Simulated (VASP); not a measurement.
# La (P6/mmm) in VASP: relaxation of cell and atoms with LDA

Aim: the relaxation of cell and atoms of La with LDA.

Everything below comes from runs of VASP 6.6.1. Logs are shortened: lines on timing, memory, paths and dates and some standing lists are left out, and cuts for length are marked.

## Step 1: The cell of the first run

The structure is hexagonal, space group P6/mmm (No. 191). The conventional cell has a = 5.957 Å, b = 5.957 Å, c = 3.652 Å, α = 90.00°, β = 90.00°, γ = 120.00°. Within 4.8 Å of La (site symmetry 6/mmm) lie 14 La at 3.65 to 3.89 Å. La (site symmetry -6m2) has 11 La at 3.44 to 3.89 Å within 4.5 Å.

## Step 2: Relaxation of cell and atoms, LDA

Contents of INCAR:

```
SYSTEM = La
PREC = Accurate
ENCUT = 600
EDIFF = 1E-6
ISMEAR = -1
SIGMA = 0.1
LREAL = .False.
LASPH = .True.
NELM = 60
ALGO = Normal
ISIF = 3
LWAVE = .False.
LCHARG = .False.
GGA = CA
IBRION = 2
NSW = 80
EDIFFG = -0.01
```

Contents of KPOINTS:

```
Automatic mesh
0
Gamma
  6 6 9
  0 0 0
```

Contents of POSCAR:

```
La
1.0
    5.9574525210      0.0000000000      0.0000000000
   -2.9787262605      5.1593052250      0.0000000000
    0.0000000000      0.0000000000      3.6519183953
La
3
Direct
    0.0000000000      0.0000000000      0.0000000000
    0.3333333333      0.6666666667      0.5000000000
    0.6666666667      0.3333333333      0.5000000000
```

Potentials or basis: VASP PAW LDA potentials, release 64 (La).

Command:

```bash
> cat potpaw_LDA.64/La/POTCAR > POTCAR
> mpirun -np 1 vasp_std > vasp.out
```

OUTCAR:

```text
SYSTEM = La
   PREC = Accurate
   ENCUT = 600
   EDIFF = 1E-6
   ISMEAR = -1
   LREAL = .False.
   LASPH = .True.
   NELM = 60
   ISIF = 3
   GGA = CA
   IBRION = 2
   NSW = 80
   EDIFFG = -0.01

 ion  position               nearest neighbor table
   1  0.000  0.000  0.000-
   2  0.333  0.667  0.500-   3 3.44   3 3.44   3 3.44
   3  0.667  0.333  0.500-   2 3.44   2 3.44   2 3.44

  LATTYP: Found a hexagonal cell.
 ALAT       =     5.9574525210
 C/A-ratio  =     0.6130000000

  Lattice vectors:

 A1 = (   5.9574525210,   0.0000000000,   0.0000000000)
 A2 = (  -2.9787262605,   5.1593052250,   0.0000000000)
 A3 = (   0.0000000000,   0.0000000000,   3.6519183953)

Analysis of symmetry for initial positions (statically):
=====================================================================
 Subroutine PRICEL returns:
 Original cell was already a primitive cell.

 Routine SETGRP: Setting up the symmetry group for a
 hexagonal supercell.

 Subroutine GETGRP returns: Found 24 space group operations
 (whereof 24 operations were pure point group operations)
 out of a pool of 24 trial point group operations.

The static configuration has the point symmetry D_6h.

Analysis of symmetry for dynamics (positions and initial velocities):
=====================================================================
 Subroutine PRICEL returns:
 Original cell was already a primitive cell.

 Routine SETGRP: Setting up the symmetry group for a
 hexagonal supercell.

 Subroutine GETGRP returns: Found 24 space group operations
 (whereof 24 operations were pure point group operations)
 out of a pool of 24 trial point group operations.

The dynamic configuration has the point symmetry D_6h.

 Subroutine INISYM returns: Found 24 space group operations
 (whereof 24 operations are pure point group operations),
 and found     1 'primitive' translations

----------------------------------------------------------------------------------------

                                     Primitive cell

  volume of cell :     112.2465

  direct lattice vectors                    reciprocal lattice vectors
     5.957452521  0.000000000  0.000000000     0.167856982  0.096912274  0.000000000
    -2.978726260  5.159305225  0.000000000     0.000000000  0.193824547  0.000000000
     0.000000000  0.000000000  3.651918395     0.000000000  0.000000000  0.273828682

  length of vectors
     5.957452521  5.957452521  3.651918395     0.193824547  0.193824547  0.273828682

  position of ions in fractional coordinates (direct lattice)
     0.000000000  0.000000000  0.000000000
     0.333333333  0.666666667  0.500000000
[... 77 lines left out ...]
   ENCUT  =  600.0 eV  44.10 Ry    6.64 a.u.  11.90 11.90  7.29*2*pi/ulx,y,z
   NELM   =     60;   NELMIN=  2; NELMDL= -5     # of ELM steps
   EDIFF  = 0.1E-05   stopping-criterion for ELM
   LREAL  =      F    real-space projection
   EDIFFG = -.1E-01   stopping-criterion for IOM
   NSW    =     80    number of steps for IOM
   IBRION =      2    ionic relax: 0-MD 1-quasi-New 2-CG
   NFREE  =      1    steps in history (QN), initial steepest desc. (CG)
   ISIF   =      3    stress and relaxation
   ISYM   =      2    0-nonsym 1-usesym 2-fastsym
   POTIM  = 0.5000    time-step for ionic-motion
   TEBEG  =    0.0;   TEEND  =   0.0 temperature during run
   PSTRESS=    0.0 pullay stress
   NELECT =      33.0000    total number of electrons
   NUPDOWN=      -1.0000    fix difference up-down
   EMIN   =  10.00;   EMAX   =-10.00  energy-range for DOS
   EFERMI =   0.00;   METHOD = LEGACY
   ISMEAR =    -1;   SIGMA  =   0.10  broadening in eV -4-tet -1-fermi 0-gaus
   EFERMI_NEDOS =   21; number of points for ismear=-14 and -15
   IALGO  =     38    algorithm
   IMIX   =      4    mixing-type and parameters
     AMIX     =   0.40;   BMIX     =  1.00
     AMIX_MAG =   1.60;   BMIX_MAG =  1.00
  volume/ion in A,a.u.               =      37.42       252.49
  Fermi-wavevector in a.u.,A,eV,Ry     =   1.088567  2.057093 16.122608  1.184978
  Thomas-Fermi vector in A             =   2.224751
   LORBIT       =      0    0 simple, 1 ext, 2 COOP (PROOUT), +10 PAW based schemes
   GGA     = CA    functional components
   LHFCALC =     F    Hartree Fock is set to
   AEXX    =    0.0000 exact exchange contribution
   IVDW    =     0    specifies the selected vdW correction
   LEPSILON=     F    determine dielectric tensor
   LRPA    =     F    only Hartree local field effects (RPA)
 conjugate gradient relaxation of ions
 non-spin polarized calculation
  energy-cutoff  :      600.00
  volume of cell :      112.25
 maximum number of plane-waves:      3774
 NGX is ok and might be reduce to    48
   NGX = 23   NGY = 23   NGZ = 15

--------------------------------------- Ionic step        1  -------------------------------------------

 number of electron      32.9999999 magnetization

 Free energy of the ion-electron system (eV)
  ---------------------------------------------------
  ext. energy  EPLUGINS =         0.00000000
  ---------------------------------------------------
  free energy    TOTEN  =       -16.53289842 eV

  energy without entropy =      -16.36682496  energy(sigma->0) =      -16.44986169

 E-fermi :   7.5319     XC(G=0):  -9.7298

 val. band max:        7.5265135116   @ k =   0.3333   0.3333   0.0000
 cond. band min:       7.5565099757   @ k =   0.1667   0.1667   0.2222
 fundamental gap:      0.0299964640
 Fermi energy:         7.5319051877

 k-point     1 :       0.0000    0.0000    0.0000
  band No.  band energies     occupation
      1     -25.2326      2.00000
      2     -25.0133      2.00000
      3     -24.9364      2.00000
      4      -9.3508      2.00000
      5      -9.3508      2.00000
      6      -9.0445      2.00000
[... 647 lines left out ...]
  FREE ENERGIE OF THE ION-ELECTRON SYSTEM (eV)
  ---------------------------------------------------
  free  energy   TOTEN  =       -16.7084987679 eV

  energy  without entropy=      -16.5602772080  energy(sigma->0) =      -16.63438799

[... ionic steps 4 to 10 ...]

--------------------------------------- Ionic step       11  -------------------------------------------

 number of electron      32.9999997 magnetization

------------------------ aborting loop because EDIFF is reached ----------------------------------------
[... 69 lines left out ...]
--------------------------------------- Ionic step       13  -------------------------------------------

 number of electron      32.9999997 magnetization

 Free energy of the ion-electron system (eV)
  ---------------------------------------------------
  ext. energy  EPLUGINS =         0.00000000
  ---------------------------------------------------
  free energy    TOTEN  =       -16.71284888 eV

  energy without entropy =      -16.57176227  energy(sigma->0) =      -16.64230558

 E-fermi :   9.0017     XC(G=0): -10.3278

 val. band max:        8.9569981474   @ k =   0.1667   0.0000   0.1111
 cond. band min:       9.0079979610   @ k =   0.5000   0.0000   0.1111
 fundamental gap:      0.0509998136
 Fermi energy:         9.0016784839

 k-point     1 :       0.0000    0.0000    0.0000
  band No.  band energies     occupation
      1     -23.6430      2.00000
      2     -23.2634      2.00000
      3     -23.1807      2.00000
      4      -7.9193      2.00000
      5      -7.9193      2.00000
      6      -7.5407      2.00000
[... 573 lines left out ...]
  FREE ENERGIE OF THE ION-ELECTRON SYSTEM (eV)
  ---------------------------------------------------
  free  energy   TOTEN  =       -16.7128488826 eV

  energy  without entropy=      -16.5717622703  energy(sigma->0) =      -16.64230558

 reached required accuracy - stopping structural energy minimisation
```

OSZICAR:

```text
N       E                     dE             d eps       ncg     rms          rms(c)
DAV:   1     0.412816447567E+03    0.41282E+03   -0.12132E+04  1408   0.246E+03
DAV:   2     0.592943764417E+02   -0.35352E+03   -0.34902E+03  2400   0.411E+02
[... 110 lines left out ...]
DAV:   1    -0.167144122802E+02   -0.16169E-02   -0.48322E-02  1836   0.219E+00    0.196E-01
DAV:   2    -0.167131479194E+02    0.12644E-02   -0.53118E-03  2460   0.917E-01    0.847E-02
DAV:   3    -0.167128443339E+02    0.30359E-03   -0.20410E-03  2080   0.440E-01    0.231E-02
DAV:   4    -0.167128448862E+02   -0.55228E-06   -0.22246E-04  2656   0.157E-01    0.907E-03
DAV:   5    -0.167128484209E+02   -0.35347E-05   -0.21144E-05  2784   0.374E-02    0.964E-03
DAV:   6    -0.167128488826E+02   -0.46170E-06   -0.69124E-06  1860   0.257E-02
  13 F= -.16712849E+02 E0= -.16642306E+02  d E =-.534814E-04
```

CONTCAR:

```text
La
   1.00000000000000
     5.7238677446080972   -0.0000000000000000   -0.0000000000000000
    -2.8619338723040486    4.9570148747103540    0.0000000000000000
    -0.0000000000000000   -0.0000000000000000    3.4245655942528144
  La
     3
Direct
     0.0000000000000000    1.0000000000000000    0.0000000000000000
     0.3333333332999970    0.6666666667000030    0.5000000000000000
     0.6666666667000030    0.3333333332999970    0.5000000000000000

  0.00000000E+00  0.00000000E+00  0.00000000E+00
  0.00000000E+00  0.00000000E+00  0.00000000E+00
  0.00000000E+00  0.00000000E+00  0.00000000E+00
```

Run time: 26 min. Hardware: 1 thread of AMD EPYC 7R13, shared host; peak memory 0.25 GiB.

What came out:

```
Free energy                            : -16.7128 eV
Relaxed volume                         : 32.39 Å³/atom
Relaxed cell                           : a = 5.724 Å, b = 5.724 Å, c = 3.425 Å, α = 90.00°, β = 90.00°, γ = 120.00°
Space group after relaxing (to 0.05 Å) : P6/mmm (No. 191)
Energy gained by relaxing              : 60.0 meV/atom
Ionic steps                            : 13
Pressure after relaxing                : 0.0 GPa
```

Step by step:
```csv
step,energy change (eV),largest force (eV/Å),pressure (GPa),volume (Å³)
1,0.0000,0.0000,-3.56,112.25
2,-0.1729,0.0000,-0.53,99.29
3,-0.1756,0.0000,0.01,97.61
4,-0.1755,0.0000,-0.12,97.89
5,-0.1780,0.0000,-0.17,97.73
6,-0.1789,0.0000,-0.05,97.65
7,-0.1798,0.0000,-0.18,97.49
8,-0.1781,0.0000,-0.09,97.14
9,-0.1799,0.0000,-0.12,97.41
10,-0.1799,0.0000,-0.06,97.42
11,-0.1799,0.0000,-0.15,97.46
12,-0.1799,0.0000,-0.07,97.43
13,-0.1800,0.0000,0.05,97.17
```

Final structure:
```
CELL_PARAMETERS angstrom
5.72387 0.00000 0.00000
-2.86193 4.95701 0.00000
0.00000 0.00000 3.42457
ATOMIC_POSITIONS crystal
La 0.00000 0.00000 0.00000
La 0.33333 0.66667 0.50000
La 0.66667 0.33333 0.50000
```

Caveat: spin-orbit coupling is left out, which moves the levels of the heavy elements.
